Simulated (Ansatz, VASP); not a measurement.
# K in VASP and in Ansatz

INCAR

```
PREC = Accurate
ENCUT = 520
EDIFF = 1E-7
ISMEAR = -1
SIGMA = 0.08
LREAL = False
LASPH = True
NELM = 60
ALGO = Normal
ISIF = 2
LWAVE = False
LCHARG = True
GGA = PE
LELF = True
LVHAR = True
NBANDS = 16
```

The input KPOINTS:

```
regular mesh
0
Gamma
  10 10 6
```

Contents of POSCAR:

```
K
1.0
    4.3069611200      0.0000000000      0.0000000000
   -2.1534805600      3.7299377430      0.0000000000
    0.0000000000      0.0000000000      6.9772770144
K
2
Direct
    0.3333333333      0.6666666667      0.2500000000
    0.6666666667      0.3333333333      0.7500000000
```

Input for Ansatz:

```yaml
crystal:
  lattice:
    - [4.30696112, 0.0, 0.0]
    - [-2.15348056, 3.729937743, 0.0]
    - [0.0, 0.0, 6.9772770144]
  atoms:
    - { symbol: K, position: [0.3333333333, 0.6666666667, 0.25] }
    - { symbol: K, position: [0.6666666667, 0.3333333333, 0.75] }
kpoints:
  mp_grid: { grid: [10, 10, 6] }
scf:
  occupations: { method: fermi_dirac, width: 0.08 }
hamiltonian:
  xc: pbe
  pseudopotentials: { kind: all_electron, lapw: { basis_error: 0.001 } }
output:
  forces: true
  stress: true
  eigenvalues: true
  populations: true
```

Change from the starting cell: volume scaled by 0.76, LAPW.

Alike in both runs: task single point; functional PBE; k mesh 10 × 10 × 6; occupations fermi-dirac, width 0.08 eV; no spin polarisation.

|  | VASP | Ansatz |
| --- | --- | --- |
| version | VASP 6.6.1 | Ansatz 0.2.0 |
| potentials or method | VASP PAW PBE potentials, release 64 (K_sv), cutoff 520 eV | all-electron LAPW, scalar-relativistic |

|  | VASP | Ansatz | Ansatz less VASP |
| --- | --- | --- | --- |
| pressure (GPa) | 1.7 | 1.7 | +0.01 |

Ansatz ran all-electron here, and VASP with PAW potentials.
